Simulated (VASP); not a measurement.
# Au in VASP: a series of runs

Runs on Au. Level: PBE. Tasks: single point.

Everything below comes from runs of VASP 6.6.1. Logs are shortened: lines on timing, memory, paths and dates and some standing lists are left out, and cuts for length are marked.

## Step 1: The cell of the first run

The cell holds a slab with vacuum, 16 atoms: a = 8.160 Å, b = 5.770 Å, c = 15.327 Å, α = 90.00°, β = 90.00°, γ = 90.00°.

## Step 2: Single point, PBE

Contents of INCAR:

```
SYSTEM = Au
PREC = Accurate
ENCUT = 520
EDIFF = 1E-6
ISMEAR = -1
SIGMA = 0.15
LREAL = Auto
LASPH = .TRUE.
NELM = 100
ALGO = Normal
ISIF = 2
LWAVE = .FALSE.
LCHARG = .FALSE.
GGA = PE
NBANDS = 102
```

Contents of KPOINTS:

```
Automatic mesh
0
G
  2 2 1
  0 0 0
```

Contents of POSCAR:

```
Au
1.0
    8.1600000000      0.0000000000      0.0000000000
    0.0000000000      5.7699910000      0.0000000000
    0.0000000000      0.0000000000     15.3274940000
Au
16
Direct
    0.2500000000      0.2500003899      0.0652422373
    0.7500000000      0.2500003899      0.0652422373
    0.2500000000      0.7500011698      0.0652422373
    0.7500000000      0.7500011698      0.0652422373
   -0.0124509804     -0.0264645127      0.1373871032
    0.4674387255     -0.0000866552      0.1743337822
   -0.0020588235      0.4693768153      0.1613962465
    0.5095465686      0.5203127700      0.1518839283
    0.2266789216      0.2439171916      0.2846714538
    0.7444362745      0.2706590010      0.2587833341
    0.2313480392      0.7481294165      0.2688175901
    0.7932965686      0.7631207744      0.2534138979
   -0.0268014706      0.0056672532      0.3769565984
    0.5089583333      0.0098267051      0.3500637482
   -0.0037009804      0.4983196681      0.3623553857
    0.5093382353      0.5378864542      0.3335248410
```

Potentials or basis: VASP PAW PBE potentials, release 64 (Au).

The run is started by

```sh
cat potpaw_PBE.64/Au/POTCAR > POTCAR
mpirun -np 1 vasp_std > vasp.out
```

OUTCAR:

```text
SYSTEM = Au
   PREC = Accurate
   ENCUT = 520
   EDIFF = 1E-6
   ISMEAR = -1
   LREAL = Auto
   LASPH = .TRUE.
   NELM = 100
   ISIF = 2
   GGA = PE

 ion  position               nearest neighbor table
   1  0.250  0.250  0.065-   7 2.83   6 2.83   3 2.88   3 2.89   5 2.89   8 2.95   9 3.37
   2  0.750  0.250  0.065-   5 2.74   7 2.80   8 2.84   4 2.88   4 2.89  10 2.97   6 3.19
   3  0.250  0.750  0.065-   5 2.73   8 2.83   6 2.83   1 2.88   1 2.89   7 3.00  11 3.12
   4  0.750  0.750  0.065-   5 2.58   8 2.71   2 2.88   2 2.89  12 2.91   7 2.98   6 3.19
   5  0.988  0.974  0.137-   4 2.58  12 2.67   3 2.73   2 2.74   7 2.89   1 2.89   7 2.93  11 3.12
                            10 3.22   9 3.37
   6  0.467  1.000  0.174-  14 2.72   8 2.81  11 2.81   3 2.83   1 2.83   9 2.95  10 3.04   8 3.04
                             4 3.19   2 3.19  12 3.23
   7  0.998  0.469  0.161-  12 2.77  10 2.80   2 2.80   1 2.83   5 2.89   5 2.93   9 2.96   4 2.98
                            11 2.99   3 3.00  15 3.08
   8  0.510  0.520  0.152-   4 2.71  16 2.79   6 2.81   3 2.83   2 2.84  10 2.90   1 2.95   6 3.04
                            12 3.12  11 3.18   9 3.47
   9  0.227  0.244  0.285-  15 2.67  14 2.85  13 2.86  11 2.87  11 2.92   6 2.95   7 2.96  16 2.96
                             5 3.37   1 3.37   8 3.47
  10  0.744  0.271  0.259-  16 2.71   7 2.80  14 2.81  12 2.87   8 2.90  15 2.91  12 2.96   2 2.97
                            13 3.02   6 3.04   5 3.22
  11  0.231  0.748  0.269-  16 2.76  15 2.79   6 2.81   9 2.87   9 2.92   7 2.99  14 2.99  13 3.06
                             5 3.12   3 3.12   8 3.18  12 3.58
  12  0.793  0.763  0.253-   5 2.67   7 2.77  13 2.77  15 2.80  10 2.87   4 2.91  16 2.93  10 2.96
                            14 3.10   8 3.12   6 3.23  11 3.58
  13  0.973  0.006  0.377-  12 2.77  15 2.86   9 2.86  15 2.94  10 3.02  11 3.06
  14  0.509  0.010  0.350-   6 2.72  16 2.73  10 2.81   9 2.85  11 2.99  16 3.06  12 3.10
  15  0.996  0.498  0.362-   9 2.67  11 2.79  12 2.80  13 2.86  10 2.91  13 2.94   7 3.08
  16  0.509  0.538  0.334-  10 2.71  14 2.73  11 2.76   8 2.79  12 2.93   9 2.96  14 3.06

  LATTYP: Found a simple orthorhombic cell.
 ALAT       =     5.7699910000
 B/A-ratio  =     1.4142136444
 C/A-ratio  =     2.6564155819

  Lattice vectors:

 A1 = (   0.0000000000,  -5.7699910000,   0.0000000000)
 A2 = (   8.1600000000,   0.0000000000,   0.0000000000)
 A3 = (   0.0000000000,   0.0000000000,  15.3274940000)

Analysis of symmetry for initial positions (statically):
=====================================================================
 Subroutine PRICEL returns:
 Original cell was already a primitive cell.

 Routine SETGRP: Setting up the symmetry group for a
 simple orthorhombic supercell.

 Subroutine GETGRP returns: Found  1 space group operations
 (whereof  1 operations were pure point group operations)
 out of a pool of  8 trial point group operations.

The static configuration has the point symmetry C_1 .

Analysis of symmetry for dynamics (positions and initial velocities):
=====================================================================
 Subroutine PRICEL returns:
 Original cell was already a primitive cell.

 Routine SETGRP: Setting up the symmetry group for a
 simple orthorhombic supercell.

 Subroutine GETGRP returns: Found  1 space group operations
 (whereof  1 operations were pure point group operations)
 out of a pool of  8 trial point group operations.

The dynamic configuration has the point symmetry C_1 .

 Subroutine INISYM returns: Found  1 space group operations
 (whereof  1 operations are pure point group operations),
 and found     1 'primitive' translations

----------------------------------------------------------------------------------------

                                     Primitive cell

  volume of cell :     721.6663

  direct lattice vectors                    reciprocal lattice vectors
     8.160000000  0.000000000  0.000000000     0.122549020  0.000000000  0.000000000
     0.000000000  5.769991000  0.000000000     0.000000000  0.173310496  0.000000000
     0.000000000  0.000000000 15.327494000     0.000000000  0.000000000  0.065242237

  length of vectors
     8.160000000  5.769991000 15.327494000     0.122549020  0.173310496  0.065242237

  position of ions in fractional coordinates (direct lattice)
     0.250000000  0.250000390  0.065242237
     0.750000000  0.250000390  0.065242237
     0.250000000  0.750001170  0.065242237
     0.750000000  0.750001170  0.065242237
     0.987549020  0.973535487  0.137387103
     0.467438726  0.999913345  0.174333782
[... 8 lines left out ...]
     0.996299020  0.498319668  0.362355386
     0.509338235  0.537886454  0.333524841

  ion indices of the primitive-cell ions
   primitive index   ion index
                 1           1
                 2           2
                 3           3
                 4           4
                 5           5
                 6           6
[... 8 lines left out ...]
                15          15
                16          16

----------------------------------------------------------------------------------------

 KPOINTS: Automatic mesh

Automatic generation of k-mesh.
 Grid dimensions read from file:
 generate k-points for:    2    2    1

 Generating k-lattice:

  Cartesian coordinates                     Fractional coordinates (reciprocal lattice)
     0.061274510  0.000000000  0.000000000     0.500000000  0.000000000  0.000000000
     0.000000000  0.086655248  0.000000000     0.000000000  0.500000000  0.000000000
     0.000000000  0.000000000  0.065242237     0.000000000  0.000000000  1.000000000

  Length of vectors
     0.061274510  0.086655248  0.065242237

  Shift w.r.t. Gamma in fractional coordinates (k-lattice)
     0.000000000  0.000000000  0.000000000

 Subroutine IBZKPT returns following result:
 ===========================================

 Found      4 irreducible k-points:

 Following reciprocal coordinates:
            Coordinates               Weight
  0.000000  0.000000  0.000000      1.000000
  0.500000  0.000000  0.000000      1.000000
  0.000000  0.500000  0.000000      1.000000
  0.500000  0.500000  0.000000      1.000000
   k-points           NKPTS =      4   k-points in BZ     NKDIM =      4   number of bands    NBANDS=    102
   number of dos      NEDOS =    301   number of ions     NIONS =     16
   total plane-waves  NPLWV = 368640
   dimension x,y,z NGX =    64 NGY =   48 NGZ =  120
   dimension x,y,z NGXF=   128 NGYF=   96 NGZF=  240
   ions per type =              16
   NGX,Y,Z   is equivalent  to a cutoff of  13.04, 13.83, 13.02 a.u.
   NGXF,Y,Z  is equivalent  to a cutoff of  26.08, 27.66, 26.03 a.u.
 SYSTEM =  Au
   PREC   = accura    normal or accurate (medium, high low for compatibility)
   ISTART =      0    job   : 0-new  1-cont  2-samecut
   ICHARG =      2    charge: 1-file 2-atom 10-const
   ISPIN  =      1    spin polarized calculation?
   LNONCOLLINEAR =      F non collinear calculations
   LSORBIT =      F    spin-orbit coupling
   LASPH  =      T    aspherical Exc in radial PAW
   ENCUT  =  520.0 eV  38.22 Ry    6.18 a.u.  15.17 10.73 28.50*2*pi/ulx,y,z
   NELM   =    100;   NELMIN=  2; NELMDL= -5     # of ELM steps
   EDIFF  = 0.1E-05   stopping-criterion for ELM
   LREAL  =      T    real-space projection
   EDIFFG = 0.1E-04   stopping-criterion for IOM
   NSW    =      0    number of steps for IOM
   IBRION =     -1    ionic relax: 0-MD 1-quasi-New 2-CG
   NFREE  =      0    steps in history (QN), initial steepest desc. (CG)
   ISIF   =      2    stress and relaxation
   ISYM   =      2    0-nonsym 1-usesym 2-fastsym
   POTIM  = 0.5000    time-step for ionic-motion
   TEBEG  =    0.0;   TEEND  =   0.0 temperature during run
   PSTRESS=    0.0 pullay stress
   NELECT =     176.0000    total number of electrons
   NUPDOWN=      -1.0000    fix difference up-down
   EMIN   =  10.00;   EMAX   =-10.00  energy-range for DOS
   EFERMI =   0.00;   METHOD = LEGACY
   ISMEAR =    -1;   SIGMA  =   0.15  broadening in eV -4-tet -1-fermi 0-gaus
   EFERMI_NEDOS =   21; number of points for ismear=-14 and -15
   IALGO  =     38    algorithm
   IMIX   =      4    mixing-type and parameters
     AMIX     =   0.40;   BMIX     =  1.00
     AMIX_MAG =   1.60;   BMIX_MAG =  1.00
  volume/ion in A,a.u.               =      45.10       304.38
  Fermi-wavevector in a.u.,A,eV,Ry     =   1.022822  1.932854 14.233948  1.046166
  Thomas-Fermi vector in A             =   2.156523
   LORBIT       =      0    0 simple, 1 ext, 2 COOP (PROOUT), +10 PAW based schemes
   GGA     = PE    functional components
   LHFCALC =     F    Hartree Fock is set to
   AEXX    =    0.0000 exact exchange contribution
   IVDW    =     0    specifies the selected vdW correction
   LEPSILON=     F    determine dielectric tensor
   LRPA    =     F    only Hartree local field effects (RPA)
 non-spin polarized calculation
  energy-cutoff  :      520.00
  volume of cell :      721.67
 maximum number of plane-waves:     19488
 NGX is ok and might be reduce to    64
   NGX = 31   NGY = 21   NGZ = 57

 number of electron     176.0000007 magnetization

 Free energy of the ion-electron system (eV)
  ---------------------------------------------------
  ext. energy  EPLUGINS =         0.00000000
  ---------------------------------------------------
  free energy    TOTEN  =       -45.28765449 eV

  energy without entropy =      -44.82778985  energy(sigma->0) =      -45.05772217

 E-fermi :   0.5339     XC(G=0):  -6.0727

 val. band max:        0.5026743765   @ k =   0.5000   0.0000   0.0000
 cond. band min:       0.5690738513   @ k =   0.0000   0.0000   0.0000
 fundamental gap:      0.0663994748
 Fermi energy:         0.5339335616

 k-point     1 :       0.0000    0.0000    0.0000
  band No.  band energies     occupation
      1      -7.9555      2.00000
      2      -6.4300      2.00000
      3      -6.2261      2.00000
      4      -6.0920      2.00000
      5      -5.8513      2.00000
      6      -5.8038      2.00000
[... 401 lines left out ...]
     99       4.5341      0.00000
    100       4.6039      0.00000
 [bands above 100 left out]

------------------------ aborting loop because EDIFF is reached ----------------------------------------

  FORCE on cell =-STRESS in cart. coord.  units (eV):
  Direction    XX          YY          ZZ          XY          YZ          ZX
  --------------------------------------------------------------------------------------
  -------------------------------------------------------------------------------------
  Total        4.8842496    -14.3273650      4.2300529      0.3644249      0.4414372     -0.4750794
  in kB       10.8435623    -31.8082999      9.3911749      0.8090626      0.9800383     -1.0547278
  external PRESSURE =      -3.8578542 kB  Pullay stress =       0.0000000 kB

 VOLUME and BASIS-vectors are now :
 -----------------------------------------------------------------------------
  energy-cutoff  :      520.00
  volume of cell :      721.67
      direct lattice vectors                 reciprocal lattice vectors
     8.160000000  0.000000000  0.000000000     0.122549020  0.000000000  0.000000000
     0.000000000  5.769991000  0.000000000     0.000000000  0.173310496  0.000000000
     0.000000000  0.000000000 15.327494000     0.000000000  0.000000000  0.065242237

 POSITION                                       TOTAL-FORCE (eV/Angst)
 -----------------------------------------------------------------------------------
      2.04000      1.44250      1.00000         0.026276      0.108155      0.254494
      6.12000      1.44250      1.00000        -0.607542     -0.038154     -0.064995
      2.04000      4.32750      1.00000         0.210441     -0.308398      0.073520
      6.12000      4.32750      1.00000        -0.844680     -0.333471     -0.695407
      8.05840      5.61729      2.10580         1.577527      1.026836      0.196181
      3.81430      5.76949      2.67210         0.295179      0.519940     -0.852892
[... 8 lines left out ...]
      8.12980      2.87530      5.55400        -0.375438      0.197938      0.399457
      4.15620      3.10360      5.11210        -0.061465     -0.274832      0.526559
 -----------------------------------------------------------------------------------
    total drift:                               -0.002137      0.004890      0.001273

  FREE ENERGIE OF THE ION-ELECTRON SYSTEM (eV)
  ---------------------------------------------------
  free  energy   TOTEN  =       -45.2876544860 eV

  energy  without entropy=      -44.8277898529  energy(sigma->0) =      -45.05772217
```

It took 7.9 min on 1 thread of Intel Xeon Platinum 8259CL at 2.50GHz (Skylake/Cascade Lake), shared host; peak memory 0.77 GiB.

What came out:

```
Free energy   : -45.2877 eV
Largest force : 1.892 eV/Å
```

Forces on the atoms (eV/Å):
```
Au   0.026  0.108  0.254
Au  -0.608 -0.038 -0.065
Au   0.210 -0.308  0.074
Au  -0.845 -0.333 -0.695
Au   1.578  1.027  0.196
Au   0.295  0.520 -0.853
Au   0.829  0.001 -0.463
Au  -0.446 -0.602 -0.501
Au   0.521 -0.299 -0.183
Au   0.203 -0.695  0.332
Au  -0.380  0.174  0.126
Au  -1.068  0.208  0.884
Au   0.013  0.038 -0.313
Au   0.108  0.277  0.282
Au  -0.375  0.198  0.399
Au  -0.061 -0.275  0.527
```

Caveat: the k points lie up to 0.54 Å⁻¹ apart; there is no dipole correction, which matters where the two faces differ; spin-orbit coupling is left out, which moves the levels of the heavy elements.

## Step 3: Single point, PBE

Contents of INCAR:

```
PREC = Accurate
ENCUT = 520
EDIFF = 1E-6
ISMEAR = -1
SIGMA = 0.15
LREAL = Auto
LASPH = True
NELM = 60
ALGO = Normal
ISIF = 2
LWAVE = False
LCHARG = True
GGA = PE
LELF = True
LVHAR = True
NBANDS = 102
```

Contents of KPOINTS:

```
regular mesh
0
Gamma
  2 2 1
```

Contents of POSCAR:

```
Au
1.0
    8.1600000000      0.0000000000      0.0000000000
    0.0000000000      5.7699910000      0.0000000000
    0.0000000000      0.0000000000     15.3274940000
Au
16
Direct
    0.2500000000      0.2500003899      0.0652422373
    0.7500000000      0.2500003899      0.0652422373
    0.2500000000      0.7500011698      0.0652422373
    0.7500000000      0.7500011698      0.0652422373
   -0.0050490196      0.0014904703      0.1493460053
    0.5031250000     -0.0162218624      0.1501354364
    0.0158946078      0.5011792913      0.1658522913
    0.4951348039      0.4934149811      0.1622574440
    0.2428063725      0.2280592812      0.2868896899
    0.7193382353      0.2536052483      0.2556908520
    0.1855147059      0.7696372490      0.3183755936
    0.7490441176      0.7394812228      0.2500930681
   -0.0618504902      0.0546101372      0.3573643545
    0.4721568627     -0.0377470259      0.3513294476
   -0.0567769608      0.5242295872      0.3709999821
    0.4829411765      0.4910926204      0.3649259298
```

Potentials or basis: VASP PAW PBE potentials, release 64 (Au).

The run is started by

```sh
cat potpaw_PBE.64/Au/POTCAR > POTCAR
mpirun -np 1 vasp_std > vasp.out
```

It took 8.2 min on 1 thread of Intel Xeon Platinum 8259CL at 2.50GHz (Skylake/Cascade Lake), shared host; peak memory 0.77 GiB.

The run converged. Its results:

- Free energy: -45.1738 eV
- Largest force: 1.690 eV/Å
- Band gap on the k mesh: zero (bands 88 and 89 overlap by 0.19 eV)

Forces on the atoms (eV/Å):
```
Au   0.140 -0.011  0.426
Au   0.133  0.298 -0.137
Au   0.032 -0.090  0.233
Au   0.231 -0.404 -0.335
Au   0.414  0.063  0.196
Au  -0.622  0.340 -0.020
Au   0.042 -0.096 -0.113
Au  -0.725  0.001 -0.587
Au  -0.960  1.169 -0.753
Au  -0.161 -0.139  0.421
Au   0.856 -0.697 -0.396
Au  -0.240  0.491  0.643
Au  -0.001 -0.358  0.390
Au   1.516  0.055  0.183
Au  -0.785 -0.574  0.244
Au   0.129 -0.048 -0.394
```

Levels at points of the mesh, in eV from the Fermi level:
```tsv
k point	band 84	band 85	band 86	band 87	band 88	band 89	band 90	band 91
(0.00, 0.00, 0.00)	-1.61	-1.35	-1.21	-0.97	0.13	0.15	1.00	1.02
(0.50, 0.00, 0.00)	-1.62	-0.58	-0.37	-0.03	0.03	0.29	0.38	0.58
(0.00, 0.50, 0.00)	-1.77	-1.35	-1.22	-1.18	-1.09	-0.06	0.08	0.26
(0.50, 0.50, 0.00)	-1.95	-1.56	-1.50	-1.46	-1.40	0.63	0.82	1.01
```

Caveat: the k points lie up to 0.54 Å⁻¹ apart; there is no dipole correction, which matters where the two faces differ; spin-orbit coupling is left out, which moves the levels of the heavy elements.

The gap in the log of VASP goes by the Fermi energy; the results here count the filled bands.